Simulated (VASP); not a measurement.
# SnS3 (I4/mmm) in VASP: single point with PBE

Aim: the single point of SnS3 with PBE.

Program: VASP 6.6.1. These are calculated values, not measurements. Logs are shortened: lines on timing, memory, paths and dates and some standing lists are left out, and cuts for length are marked.

## Step 1: The cell of the first run

Symmetry: I4/mmm, No. 139, tetragonal system. Conventional cell: a = 3.673 Å, b = 3.673 Å, c = 12.998 Å, α = 90.00°, β = 90.00°, γ = 90.00°. Sn (site symmetry 4/mmm) has 4 S at 2.60 Å within 3.4 Å. S (site symmetry -4m2) has 4 S at 2.60 Å within 3.4 Å. S (site symmetry 4/mmm) has 4 Sn at 2.60 Å within 3.4 Å.

The cell was generated, and may not be a known phase.

## Step 2: Single point, PBE

INCAR

```
PREC = Accurate
ENCUT = 520
EDIFF = 1E-7
ISMEAR = 0
SIGMA = 0.1
LREAL = False
LASPH = True
NELM = 100
ALGO = Normal
ISIF = 2
LWAVE = False
LCHARG = False
GGA = PE
NBANDS = 24
```

KPOINTS

```
Automatic mesh
0
Gamma
  18 18 18
```

POSCAR

```
SnS3
1.0
   -1.8365491175      1.8365491175      6.4991854689
    1.8365491175     -1.8365491175      6.4991854689
    1.8365491175      1.8365491175     -6.4991854689
Sn S
1 3
Direct
    0.0000000000      0.0000000000      0.0000000000
    0.7500000000      0.2500000000      0.5000000000
    0.2500000000      0.7500000000      0.5000000000
    0.5000000000      0.5000000000      0.0000000000
```

Potentials or basis: VASP PAW PBE potentials, release 64 (Sn_d, S).

Started as:

```bash
> cat potpaw_PBE.64/Sn_d/POTCAR potpaw_PBE.64/S/POTCAR > POTCAR
> mpirun -np 1 vasp_std > vasp.out
```

OUTCAR:

```text
PREC = Accurate
   ENCUT = 520
   EDIFF = 1E-7
   ISMEAR = 0
   LREAL = False
   LASPH = True
   NELM = 100
   ISIF = 2
   GGA = PE

 ion  position               nearest neighbor table
   1  0.000  0.000  0.000-   4 2.60   4 2.60   4 2.60   4 2.60
   2  0.750  0.250  0.500-   3 2.60   3 2.60   3 2.60   3 2.60
   3  0.250  0.750  0.500-   2 2.60   2 2.60   2 2.60   2 2.60
   4  0.500  0.500  0.000-   1 2.60   1 2.60   1 2.60   1 2.60

  LATTYP: Found a body centered tetragonal cell.
 ALAT       =     3.6730982350
 C/A-ratio  =     3.5388029686

  Lattice vectors:

 A1 = (  -1.8365491175,   1.8365491175,   6.4991854689)
 A2 = (   1.8365491175,  -1.8365491175,   6.4991854689)
 A3 = (   1.8365491175,   1.8365491175,  -6.4991854689)

Analysis of symmetry for initial positions (statically):
=====================================================================
 Subroutine PRICEL returns:
 Original cell was already a primitive cell.

 Routine SETGRP: Setting up the symmetry group for a
 body centered tetragonal supercell.

 Subroutine GETGRP returns: Found 16 space group operations
 (whereof 16 operations were pure point group operations)
 out of a pool of 16 trial point group operations.

The static configuration has the point symmetry D_4h.

Analysis of symmetry for dynamics (positions and initial velocities):
=====================================================================
 Subroutine PRICEL returns:
 Original cell was already a primitive cell.

 Routine SETGRP: Setting up the symmetry group for a
 body centered tetragonal supercell.

 Subroutine GETGRP returns: Found 16 space group operations
 (whereof 16 operations were pure point group operations)
 out of a pool of 16 trial point group operations.

The dynamic configuration has the point symmetry D_4h.

 Subroutine INISYM returns: Found 16 space group operations
 (whereof 16 operations are pure point group operations),
 and found     1 'primitive' translations

----------------------------------------------------------------------------------------

                                     Primitive cell

  volume of cell :      87.6847

[... 82 lines left out ...]
 SYSTEM =  unknown system
   PREC   = accura    normal or accurate (medium, high low for compatibility)
   ISTART =      0    job   : 0-new  1-cont  2-samecut
   ICHARG =      2    charge: 1-file 2-atom 10-const
   ISPIN  =      1    spin polarized calculation?
   LNONCOLLINEAR =      F non collinear calculations
   LSORBIT =      F    spin-orbit coupling
   LASPH  =      T    aspherical Exc in radial PAW
   ENCUT  =  520.0 eV  38.22 Ry    6.18 a.u.  13.01 13.01 13.01*2*pi/ulx,y,z
   NELM   =    100;   NELMIN=  2; NELMDL= -5     # of ELM steps
   EDIFF  = 0.1E-06   stopping-criterion for ELM
   LREAL  =      F    real-space projection
   EDIFFG = 0.1E-05   stopping-criterion for IOM
   NSW    =      0    number of steps for IOM
   IBRION =     -1    ionic relax: 0-MD 1-quasi-New 2-CG
   NFREE  =      0    steps in history (QN), initial steepest desc. (CG)
   ISIF   =      2    stress and relaxation
   ISYM   =      2    0-nonsym 1-usesym 2-fastsym
   POTIM  = 0.5000    time-step for ionic-motion
   TEBEG  =    0.0;   TEEND  =   0.0 temperature during run
   PSTRESS=    0.0 pullay stress
   NELECT =      32.0000    total number of electrons
   NUPDOWN=      -1.0000    fix difference up-down
   EMIN   =  10.00;   EMAX   =-10.00  energy-range for DOS
   EFERMI =   0.00;   METHOD = LEGACY
   ISMEAR =     0;   SIGMA  =   0.10  broadening in eV -4-tet -1-fermi 0-gaus
   EFERMI_NEDOS =   21; number of points for ismear=-14 and -15
   IALGO  =     38    algorithm
   IMIX   =      4    mixing-type and parameters
     AMIX     =   0.40;   BMIX     =  1.00
     AMIX_MAG =   1.60;   BMIX_MAG =  1.00
  volume/ion in A,a.u.               =      21.92       147.93
  Fermi-wavevector in a.u.,A,eV,Ry     =   1.169904  2.210798 18.621953  1.368675
  Thomas-Fermi vector in A             =   2.306370
   LORBIT       =      0    0 simple, 1 ext, 2 COOP (PROOUT), +10 PAW based schemes
   GGA     = PE    functional components
   LHFCALC =     F    Hartree Fock is set to
   AEXX    =    0.0000 exact exchange contribution
   IVDW    =     0    specifies the selected vdW correction
   LEPSILON=     F    determine dielectric tensor
   LRPA    =     F    only Hartree local field effects (RPA)
 non-spin polarized calculation
 Gauss-broadening in eV      SIGMA  =   0.10
  energy-cutoff  :      520.00
  volume of cell :       87.68
 maximum number of plane-waves:      2392
 NGX is ok and might be reduce to    54
   NGX = 25   NGY = 25   NGZ = 25

 number of electron      32.0000001 magnetization

 Free energy of the ion-electron system (eV)
  ---------------------------------------------------
  ext. energy  EPLUGINS =         0.00000000
  ---------------------------------------------------
  free energy    TOTEN  =       -15.14185059 eV

  energy without entropy =      -15.13065005  energy(sigma->0) =      -15.13625032

 E-fermi :   5.6040     XC(G=0):  -9.8575

 val. band max:        5.6018716462   @ k =  -0.3889   0.5000   0.3333
 cond. band min:       5.6055698063   @ k =  -0.1667  -0.2778   0.0556
 fundamental gap:      0.0036981601
 Fermi energy:         5.6039872003

 k-point     1 :       0.0000    0.0000    0.0000
  band No.  band energies     occupation
      1     -16.3886      2.00000
      2     -16.2659      2.00000
      3     -16.2659      2.00000
      4     -16.2504      2.00000
      5     -16.2184      2.00000
      6      -9.2706      2.00000
[... 637 lines left out ...]
     23      12.2218      0.00000
     24      13.0238      0.00000

 [... further k-points ...]
[... 5 lines left out ...]
  --------------------------------------------------------------------------------------
  -------------------------------------------------------------------------------------
  Total       -0.0485765     -0.0485765     -0.0515348      0.0000000      0.0000000      0.0000000
  in kB       -0.8875900     -0.8875900     -0.9416450      0.0000000      0.0000000      0.0000000
  external PRESSURE =      -0.9056083 kB  Pullay stress =       0.0000000 kB

 VOLUME and BASIS-vectors are now :
 -----------------------------------------------------------------------------
  energy-cutoff  :      520.00
  volume of cell :       87.68
      direct lattice vectors                 reciprocal lattice vectors
    -1.836549117  1.836549117  6.499185469     0.000000000  0.272249729  0.076932718
     1.836549117 -1.836549117  6.499185469     0.272249729  0.000000000  0.076932718
     1.836549117  1.836549117 -6.499185469     0.272249729  0.272249729  0.000000000

 POSITION                                       TOTAL-FORCE (eV/Angst)
 -----------------------------------------------------------------------------------
      0.00000      0.00000      0.00000        -0.000000     -0.000000      0.000000
     -0.00000      1.83655      3.24959        -0.000000      0.000000      0.000000
      1.83655     -0.00000      3.24959         0.000000      0.000000     -0.000000
      0.00000      0.00000      6.49919        -0.000000     -0.000000      0.000000
 -----------------------------------------------------------------------------------
    total drift:                               -0.000000      0.000000      0.000000

  FREE ENERGIE OF THE ION-ELECTRON SYSTEM (eV)
  ---------------------------------------------------
  free  energy   TOTEN  =       -15.1418505919 eV

  energy  without entropy=      -15.1306500517  energy(sigma->0) =      -15.13625032
```

Run time: 35 min. Hardware: 1 thread of Intel Xeon Platinum 8488C (Sapphire Rapids), shared host; peak memory 1 GiB.

Results:

```
Free energy            : -15.1419 eV
Pressure               : -0.1 GPa
Band gap on the k mesh : zero (bands 16 and 17 overlap by 1.38 eV)
```

Levels at points of the mesh, in eV from the Fermi level:
```
           k point  band 12  band 13  band 14  band 15  band 16  band 17  band 18  band 19  band 20  band 21
(0.00, 0.00, 0.00)    -3.96    -3.68    -3.68    -1.50     0.41     2.94     2.94     3.14     4.61     5.59
(0.50, 0.00, 0.00)    -2.18    -1.69    -1.62    -1.28    -1.10    -0.82     1.07     1.78     1.98     2.37
(0.50, 0.50, 0.00)    -6.16    -5.56    -1.89    -1.67    -1.29     1.66     4.36     4.36     5.27     5.75
(0.50, 0.50, 0.50)    -3.68    -3.49    -3.49    -2.95     0.49     2.95     2.95     2.98     4.24     4.74
```

Caveat: spin-orbit coupling is left out, which moves the levels of the heavy elements.
